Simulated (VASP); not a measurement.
# LiCl in VASP: settings compared

LiCl is run at these levels: PBE, r2SCAN; tasks: single point.

Program: VASP 6.6.1. These are calculated values, not measurements. Logs are shortened: lines on timing, memory, paths and dates and some standing lists are left out, and cuts for length are marked.

**1. The cell of the first run**

It takes space group Fm-3m (No. 225, cubic). The conventional cell has a = 5.343 Å, b = 5.343 Å, c = 5.343 Å, α = 90.00°, β = 90.00°, γ = 90.00°. Li (site symmetry m-3m) has 6 Cl at 2.67 Å within 3.5 Å. Within 3.5 Å of Cl (site symmetry m-3m) lie 6 Li at 2.67 Å.

**2. Single point, PBE (strain +4.5%)**

Contents of INCAR:

```
ALGO = Normal
EDIFF = 1E-6
ENCUT = 520
GGA = PE
ISIF = 2
ISMEAR = -1
LASPH = T
LCHARG = F
LREAL = F
LWAVE = F
NBANDS = 12
NELM = 60
PREC = Accurate
SIGMA = 0.02
```

Contents of KPOINTS:

```
k-points
0
Gamma
  8 8 8
```

Contents of POSCAR:

```
LiCl
1.0
    0.0000000000      2.6715575456      2.6715575456
    2.6715575456      0.0000000000      2.6715575456
    2.6715575456      2.6715575456      0.0000000000
Li Cl
1 1
Direct
    0.0000000000      0.0000000000      0.0000000000
    0.5000000000      0.5000000000      0.5000000000
```

Potentials or basis: VASP PAW PBE potentials, release 64 (Li_sv, Cl).

Command:

```bash
$ cat potpaw_PBE.64/Li_sv/POTCAR potpaw_PBE.64/Cl/POTCAR > POTCAR
$ mpirun -np 1 vasp_std > vasp.out
```

OUTCAR:

```text
EDIFF = 1E-6
   ENCUT = 520
   GGA = PE
   ISIF = 2
   ISMEAR = -1
   LASPH = T
   LREAL = F
   NELM = 60
   PREC = Accurate

 ion  position               nearest neighbor table
   1  0.000  0.000  0.000-
   2  0.500  0.500  0.500-

  LATTYP: Found a face centered cubic cell.
 ALAT       =     5.3431150912

  Lattice vectors:

 A1 = (   0.0000000000,   2.6715575456,   2.6715575456)
 A2 = (   2.6715575456,   0.0000000000,   2.6715575456)
 A3 = (   2.6715575456,   2.6715575456,   0.0000000000)

Analysis of symmetry for initial positions (statically):
=====================================================================
 Subroutine PRICEL returns:
 Original cell was already a primitive cell.

 Routine SETGRP: Setting up the symmetry group for a
 face centered cubic supercell.

 Subroutine GETGRP returns: Found 48 space group operations
 (whereof 48 operations were pure point group operations)
 out of a pool of 48 trial point group operations.

The static configuration has the point symmetry O_h .

Analysis of symmetry for dynamics (positions and initial velocities):
=====================================================================
 Subroutine PRICEL returns:
 Original cell was already a primitive cell.

 Routine SETGRP: Setting up the symmetry group for a
 face centered cubic supercell.

 Subroutine GETGRP returns: Found 48 space group operations
 (whereof 48 operations were pure point group operations)
 out of a pool of 48 trial point group operations.

The dynamic configuration has the point symmetry O_h .

 Subroutine INISYM returns: Found 48 space group operations
 (whereof 48 operations are pure point group operations),
 and found     1 'primitive' translations

----------------------------------------------------------------------------------------

                                     Primitive cell

  volume of cell :      38.1350

  direct lattice vectors                    reciprocal lattice vectors
     0.000000000  2.671557546  2.671557546    -0.187156740  0.187156740  0.187156740
     2.671557546  0.000000000  2.671557546     0.187156740 -0.187156740  0.187156740
     2.671557546  2.671557546  0.000000000     0.187156740  0.187156740 -0.187156740

  length of vectors
     3.778152914  3.778152914  3.778152914     0.324164982  0.324164982  0.324164982

  position of ions in fractional coordinates (direct lattice)
     0.000000000  0.000000000  0.000000000
     0.500000000  0.500000000  0.500000000

  ion indices of the primitive-cell ions
   primitive index   ion index
                 1           1
                 2           2

----------------------------------------------------------------------------------------

 KPOINTS: k-points

Automatic generation of k-mesh.
 Grid dimensions read from file:
 generate k-points for:    8    8    8

 Generating k-lattice:

  Cartesian coordinates                     Fractional coordinates (reciprocal lattice)
    -0.023394592  0.023394592  0.023394592     0.125000000  0.000000000  0.000000000
     0.023394592 -0.023394592  0.023394592     0.000000000  0.125000000  0.000000000
     0.023394592  0.023394592 -0.023394592     0.000000000  0.000000000  0.125000000

  Length of vectors
     0.040520623  0.040520623  0.040520623

  Shift w.r.t. Gamma in fractional coordinates (k-lattice)
     0.000000000  0.000000000  0.000000000

 Subroutine IBZKPT returns following result:
 ===========================================

 Found     29 irreducible k-points:

 Following reciprocal coordinates:
            Coordinates               Weight
  0.000000  0.000000  0.000000      1.000000
  0.125000  0.000000  0.000000      8.000000
  0.250000  0.000000  0.000000      8.000000
  0.375000  0.000000  0.000000      8.000000
  0.500000  0.000000  0.000000      4.000000
  0.125000  0.125000  0.000000      6.000000
[... 16 lines left out ...]
  0.500000  0.250000  0.125000     48.000000
 -0.375000  0.250000  0.125000     24.000000
 [... further k-points ...]
   k-points           NKPTS =     29   k-points in BZ     NKDIM =     29   number of bands    NBANDS=     12
   number of dos      NEDOS =    301   number of ions     NIONS =      2
   total plane-waves  NPLWV =  21952
   dimension x,y,z NGX =    28 NGY =   28 NGZ =   28
   dimension x,y,z NGXF=    56 NGYF=   56 NGZF=   56
   ions per type =               1   1
   NGX,Y,Z   is equivalent  to a cutoff of  12.32, 12.32, 12.32 a.u.
   NGXF,Y,Z  is equivalent  to a cutoff of  24.64, 24.64, 24.64 a.u.
 SYSTEM =  unknown system
   PREC   = accura    normal or accurate (medium, high low for compatibility)
   ISTART =      0    job   : 0-new  1-cont  2-samecut
   ICHARG =      2    charge: 1-file 2-atom 10-const
   ISPIN  =      1    spin polarized calculation?
   LNONCOLLINEAR =      F non collinear calculations
   LSORBIT =      F    spin-orbit coupling
   LASPH  =      T    aspherical Exc in radial PAW
   ENCUT  =  520.0 eV  38.22 Ry    6.18 a.u.   7.02  7.02  7.02*2*pi/ulx,y,z
   NELM   =     60;   NELMIN=  2; NELMDL= -5     # of ELM steps
   EDIFF  = 0.1E-05   stopping-criterion for ELM
   LREAL  =      F    real-space projection
   EDIFFG = 0.1E-04   stopping-criterion for IOM
   NSW    =      0    number of steps for IOM
   IBRION =     -1    ionic relax: 0-MD 1-quasi-New 2-CG
   NFREE  =      0    steps in history (QN), initial steepest desc. (CG)
   ISIF   =      2    stress and relaxation
   ISYM   =      2    0-nonsym 1-usesym 2-fastsym
   POTIM  = 0.5000    time-step for ionic-motion
   TEBEG  =    0.0;   TEEND  =   0.0 temperature during run
   PSTRESS=    0.0 pullay stress
   NELECT =      10.0000    total number of electrons
   NUPDOWN=      -1.0000    fix difference up-down
   EMIN   =  10.00;   EMAX   =-10.00  energy-range for DOS
   EFERMI =   0.00;   METHOD = LEGACY
   ISMEAR =    -1;   SIGMA  =   0.02  broadening in eV -4-tet -1-fermi 0-gaus
   EFERMI_NEDOS =   21; number of points for ismear=-14 and -15
   IALGO  =     38    algorithm
   IMIX   =      4    mixing-type and parameters
     AMIX     =   0.40;   BMIX     =  1.00
     AMIX_MAG =   1.60;   BMIX_MAG =  1.00
  volume/ion in A,a.u.               =      19.07       128.67
  Fermi-wavevector in a.u.,A,eV,Ry     =   1.047853  1.980155 14.939137  1.097996
  Thomas-Fermi vector in A             =   2.182750
   LORBIT       =      0    0 simple, 1 ext, 2 COOP (PROOUT), +10 PAW based schemes
   GGA     = PE    functional components
[... 5 lines left out ...]
 non-spin polarized calculation
  energy-cutoff  :      520.00
  volume of cell :       38.13
 maximum number of plane-waves:      1036
   NGX = 13   NGY = 13   NGZ = 13

 number of electron      10.0000000 magnetization

 number of electron       9.9999989 magnetization

 Free energy of the ion-electron system (eV)
  ---------------------------------------------------
  ext. energy  EPLUGINS =         0.00000000
  ---------------------------------------------------
  free energy    TOTEN  =        -7.34807180 eV

  energy without entropy =       -7.34807180  energy(sigma->0) =       -7.34807180

 E-fermi :   0.1762     XC(G=0):  -8.2134

 val. band max:       -0.2685780833   @ k =   0.0000   0.0000   0.0000
 cond. band min:       5.4313617786   @ k =   0.0000   0.0000   0.0000
 fundamental gap:      5.6999398618
 Fermi energy:         0.1761691855

 k-point     1 :       0.0000    0.0000    0.0000
  band No.  band energies     occupation
      1     -44.0429      2.00000
      2     -13.2790      2.00000
      3      -0.2686      2.00000
      4      -0.2686      2.00000
      5      -0.2686      2.00000
      6       5.4314      0.00000
      7      11.5423      0.00000
      8      11.5423      0.00000
      9      11.5423      0.00000
     10      13.5172      0.00000
     11      13.5172      0.00000
     12      13.5172      0.00000

 k-point     2 :       0.1250    0.0000    0.0000
  band No.  band energies     occupation
      1     -44.0428      2.00000
      2     -13.2216      2.00000
      3      -0.7116      2.00000
      4      -0.3015      2.00000
      5      -0.3015      2.00000
      6       5.8772      0.00000
      7      10.6968      0.00000
      8      11.3472      0.00000
      9      11.3472      0.00000
     10      12.5102      0.00000
     11      12.5102      0.00000
     12      13.9895      0.00000

 k-point     3 :       0.2500    0.0000    0.0000
  band No.  band energies     occupation
      1     -44.0423      2.00000
      2     -13.0772      2.00000
      3      -1.5963      2.00000
      4      -0.3771      2.00000
      5      -0.3771      2.00000
      6       6.4850      0.00000
      7      10.2098      0.00000
      8      10.2317      0.00000
      9      10.2317      0.00000
     10      13.3629      0.00000
     11      13.3629      0.00000
     12      14.5068      0.00000
[... 286 lines left out ...]
 k-point    23 :       0.5000    0.2500    0.1250
  band No.  band energies     occupation
      1     -44.0416      2.00000
      2     -12.8306      2.00000
      3      -2.1947      2.00000
      4      -1.2411      2.00000
      5      -0.6625      2.00000
      6       7.7635      0.00000
      7       8.8978      0.00000
      8       9.7583      0.00000
      9      10.5218      0.00000
     10      13.5747      0.00000
     11      16.5241      0.00000
     12      16.7840      0.00000

 k-point    24 :      -0.3750    0.2500    0.1250
  band No.  band energies     occupation
      1     -44.0414      2.00000
      2     -12.7744      2.00000
      3      -2.3771      2.00000
      4      -1.3212      2.00000
      5      -0.7349      2.00000
      6       7.6688      0.00000
      7       8.8301      0.00000
      8       9.9808      0.00000
      9      10.6869      0.00000
     10      14.6742      0.00000
     11      15.0787      0.00000
     12      17.1715      0.00000

 [... further k-points ...]

------------------------ aborting loop because EDIFF is reached ----------------------------------------

  FORCE on cell =-STRESS in cart. coord.  units (eV):
  Direction    XX          YY          ZZ          XY          YZ          ZX
  --------------------------------------------------------------------------------------
  -------------------------------------------------------------------------------------
  Total       -0.6793628     -0.6793628     -0.6793628      0.0000000      0.0000000      0.0000000
  in kB      -28.5422849    -28.5422849    -28.5422849      0.0000000      0.0000000      0.0000000
  external PRESSURE =     -28.5422849 kB  Pullay stress =       0.0000000 kB

 VOLUME and BASIS-vectors are now :
 -----------------------------------------------------------------------------
  energy-cutoff  :      520.00
  volume of cell :       38.13
      direct lattice vectors                 reciprocal lattice vectors
     0.000000000  2.671557546  2.671557546    -0.187156740  0.187156740  0.187156740
     2.671557546  0.000000000  2.671557546     0.187156740 -0.187156740  0.187156740
     2.671557546  2.671557546  0.000000000     0.187156740  0.187156740 -0.187156740

 POSITION                                       TOTAL-FORCE (eV/Angst)
 -----------------------------------------------------------------------------------
      0.00000      0.00000      0.00000         0.000000     -0.000000     -0.000000
      2.67156      2.67156      2.67156        -0.000000      0.000000      0.000000
 -----------------------------------------------------------------------------------
    total drift:                                0.000000      0.000000      0.000000

  FREE ENERGIE OF THE ION-ELECTRON SYSTEM (eV)
  ---------------------------------------------------
  free  energy   TOTEN  =        -7.3480718045 eV

  energy  without entropy=       -7.3480718045  energy(sigma->0) =       -7.34807180
```

Wall time 9.4 s (1 thread of Oxide Virtual Turin-like, shared host); peak memory 0.12 GiB.

What came out:

| Property | Result |
| --- | --- |
| Free energy | -7.3481 eV |
| Band gap on the k mesh | 5.70 eV, direct |

Caveat: the cell differs from its parent crystal (strain +4.5%); the cutoff is under 1.25 times the usual one of these potentials, so pressure, stress and relaxed cells hold a basis-set (Pulay) error.

**3. Single point, r2SCAN (strain +4.5%)**

POSCAR is that of step 2.

Contents of INCAR.step1:

```
SYSTEM = LiCl
ALGO = Normal ; EDIFF = 1E-4
ENCUT = 520 ; GGA = PE
ISMEAR = 0 ; LASPH = .TRUE.
LCHARG = .FALSE. ; LREAL = .FALSE.
LWAVE = .TRUE. ; NBANDS = 12
NELM = 60 ; PREC = Accurate
SIGMA = 0.01
```

Contents of INCAR.step2:

```
SYSTEM = LiCl
ALGO = Normal ; EDIFF = 1E-7
ENCUT = 520 ; ISIF = 2
ISMEAR = 0 ; ISTART = 1
LASPH = .TRUE. ; LCHARG = .TRUE.
LELF = .TRUE. ; LMIXTAU = .TRUE.
LREAL = .FALSE. ; LVHAR = .TRUE.
LWAVE = .FALSE. ; METAGGA = R2SCAN
NBANDS = 12 ; NELM = 60
PREC = Accurate ; SIGMA = 0.01
```

Contents of KPOINTS:

```
k-points
0
G
  8 8 8
  0 0 0
```

Potentials or basis: VASP PAW PBE potentials, release 64 (Li_sv, Cl).

Command:

```bash
$ cat potpaw_PBE.64/Li_sv/POTCAR potpaw_PBE.64/Cl/POTCAR > POTCAR
$ cp INCAR.step1 INCAR
$ mpirun -np 1 vasp_std > vasp.out
$ cp INCAR.step2 INCAR
$ mpirun -np 1 vasp_std > vasp.out
```

Run time: 53 s. Hardware: 1 thread of Oxide Virtual Turin-like, shared host; peak memory 0.13 GiB.

It converged, with:

```
Free energy            : -12.5181 eV
Band gap on the k mesh : 6.63 eV, direct
```

Levels at points of the mesh, in eV from the valence-band top:
| k point | band 2 | band 3 | band 4 | band 5 | band 6 | band 7 | band 8 | band 9 |
| --- | --- | --- | --- | --- | --- | --- | --- | --- |
| (0.00, 0.00, 0.00) | -13.59 | 0.00 | 0.00 | 0.00 | 6.63 | 12.54 | 12.54 | 12.54 |
| (0.50, 0.00, 0.00) | -13.15 | -2.37 | -0.22 | -0.22 | 7.38 | 10.24 | 10.24 | 12.99 |
| (0.50, 0.50, 0.00) | -12.98 | -2.41 | -0.91 | -0.91 | 8.54 | 9.06 | 12.51 | 14.46 |

Caveat: the cell differs from its parent crystal (strain +4.5%); the cutoff is under 1.25 times the usual one of these potentials, so pressure, stress and relaxed cells hold a basis-set (Pulay) error; the PAW data sets were made with another functional, which shifts forces and pressure a little.

**4. Single point, PBE (uniaxial y strain +2.5%)**

Contents of INCAR:

```
SYSTEM = LiCl
PREC = Accurate
ENCUT = 520
EDIFF = 1E-6
ISMEAR = -1
SIGMA = 0.02
LREAL = .False.
LASPH = .True.
NELM = 100
ALGO = Normal
ISIF = 2
LWAVE = .False.
LCHARG = .False.
GGA = PE
NBANDS = 12
```

Contents of KPOINTS:

```
regular mesh
0
Gamma
  8 8 8
  0 0 0
```

Contents of POSCAR:

```
LiCl
1.0
    0.0000000000      2.6209482466      2.5560252063
    2.5560252063      0.0000000000      2.5560252063
    2.5560252063      2.6209482466      0.0000000000
Li Cl
1 1
Direct
    0.0000000000      0.0000000000      0.0000000000
    0.5000000000      0.5000000000      0.5000000000
```

Command:

```bash
$ cat potpaw_PBE.64/Li_sv/POTCAR potpaw_PBE.64/Cl/POTCAR > POTCAR
$ mpirun -np 1 vasp_std > vasp.out
```

Wall time 20 s (1 thread of Oxide Virtual Turin-like, shared host); peak memory 0.12 GiB.

It converged, with:

```yaml
Free_energy: -7.3849 eV
Band_gap_on_the_k_mesh: 6.22 eV, direct
```

Levels at points of the mesh, in eV from the valence-band top:
| k point | band 1 | band 2 | band 3 | band 4 | band 5 | band 6 | band 7 | band 8 | band 9 | band 10 |
| --- | --- | --- | --- | --- | --- | --- | --- | --- | --- | --- |
| (0.00, 0.00, 0.00) | -43.59 | -13.39 | -0.06 | -0.06 | 0.00 | 6.22 | 11.74 | 11.96 | 11.96 | 14.08 |
| (0.50, 0.00, 0.00) | -43.59 | -12.84 | -2.79 | -0.32 | -0.26 | 6.70 | 9.36 | 9.55 | 12.78 | 16.77 |
| (0.50, 0.50, 0.00) | -43.58 | -12.59 | -2.87 | -1.22 | -1.06 | 7.80 | 8.24 | 12.39 | 13.66 | 14.16 |
| (0.50, 0.00, 0.50) | -43.58 | -12.63 | -2.86 | -1.06 | -1.06 | 7.85 | 8.35 | 12.04 | 14.09 | 14.09 |

Caveat: the cell differs from its parent crystal (uniaxial y strain +2.5%); the cutoff is under 1.25 times the usual one of these potentials, so pressure, stress and relaxed cells hold a basis-set (Pulay) error. A k mesh can miss the band edges.

**5. Summary**

| level | cell | smearing | gap on the mesh (eV) |
| --- | --- | --- | --- |
| PBE | a = 3.778 Å, angles 60.0°, 2 atoms | fermi-dirac 0.02 eV | 5.70 |
| r2SCAN | a = 3.778 Å, angles 60.0°, 2 atoms | gaussian 0.01 eV | 6.63 |
| PBE | a = 3.661, b = 3.615 Å, angles 60.4, 59.2, 60.4°, 2 atoms | fermi-dirac 0.02 eV | 6.22 |

Alike in all rows: task single point; potentials or basis VASP PAW PBE potentials, release 64 (Li_sv, Cl); no spin polarisation; k mesh 8 × 8 × 8; cutoff (eV) 520.

Caveats: the cutoff is under 1.25 times the usual one of these potentials, so pressure, stress and relaxed cells hold a basis-set (Pulay) error; the PAW data sets were made with another functional, which shifts forces and pressure a little (some runs).

Total energies depend on the potentials used, so only differences within one code and one set of settings carry meaning.
